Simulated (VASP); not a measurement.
Input of a VASP 6.6.1 run:

The input INCAR:

```
SYSTEM = Ru
PREC     = Accurate       ! precision mode
ENCUT    = 500            ! plane-wave cutoff, eV
EDIFF    = 1E-7           ! SCF threshold, eV
ISMEAR   = -1             ! smearing method
SIGMA    = 0.1            ! smearing width, eV
LREAL    = .False.        ! projectors in reciprocal space
LASPH    = .True.         ! aspherical terms in the spheres
NELM     = 120            ! most SCF steps
ALGO     = Normal         ! electronic algorithm
ISIF     = 3              ! what is computed and relaxed
LWAVE    = .False.        ! write WAVECAR
LCHARG   = .False.        ! write CHGCAR
GGA      = RE             ! functional
IBRION   = 2              ! ionic algorithm
NSW      = 80             ! ionic steps
EDIFFG   = -0.02          ! ionic threshold
GGA_COMPAT= .False.      
NELMIN   = 4
```

The input KPOINTS:

```
Automatic mesh
0
Gamma
  6 6 6
  0 0 0
```

The input POSCAR:

```
Ru
1.0
    0.0000000000      2.6050000000      2.6050000000
    2.6050000000      0.0000000000      2.6050000000
    2.6050000000      2.6050000000      0.0000000000
Ru
2
Direct
    1.0000000000      1.0000000000      1.0000000000
    0.2500000000      0.2500000000      0.2500000000
```

Potentials or basis: VASP PAW PBE potentials, release 64 (Ru_pv).

The run is started by

```console
$ cat potpaw_PBE.64/Ru_pv/POTCAR > POTCAR
$ mpirun -np 1 vasp_std > vasp.out
```

(1) Estimate the band gap on the k mesh.

(2) Estimate the space group after relaxing (to 0.1 Å).

(3) Predict the relaxed cell.

(4) What does it give for the relaxed volume?

Answers

(1) zero (bands 14 and 15 overlap by 0.70 eV).

(2) Fd-3m (No. 227).

(3) a = 3.876 Å, b = 3.876 Å, c = 3.876 Å, α = 60.00°, β = 60.00°, γ = 60.00°.

(4) 20.58 Å³/atom.

Caveat: the volume moved by over 15 % at a fixed basis, so the end points are rough; the PAW data sets were made with another functional, which shifts forces and pressure a little.
